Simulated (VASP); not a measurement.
Crystal: AlN.

```
Al N
1.0
     0.00000    2.01887    2.01887
     2.01887    0.00000    2.01887
     2.01887    2.01887    0.00000
Al N
1 1
Direct
  0.00000 0.00000 0.00000
  0.50000 0.50000 0.50000
```

Base run:

| Quantity | Value |
| --- | --- |
| Program | VASP 6.6.1 |
| Functional | r2SCAN |
| Potentials or basis | VASP PAW PBE potentials, release 64 (Al, N) |
| Cutoff | 520 eV |
| k mesh | 10 × 10 × 10 |
| Occupations | gaussian, width 0.01 eV |
| Spin | no spin polarisation |

Its results: band gap on the k mesh 5.53 eV, indirect (least direct gap 6.58 eV); pressure -0.8 GPa.

Question: The run is repeated on the same cell with these changes: functional from r2SCAN to HSE06; k mesh from 10 × 10 × 10 to 8 × 8 × 8. What comes out?

Answer: Band gap on the k mesh 6.01 eV, indirect (least direct gap 7.26 eV); pressure -1.5 GPa.

Several settings changed at once, so the effect can't be laid on one alone.

Caveats: the PAW data sets were made with another functional, which shifts forces and pressure a little.

A k mesh can miss the band edges.
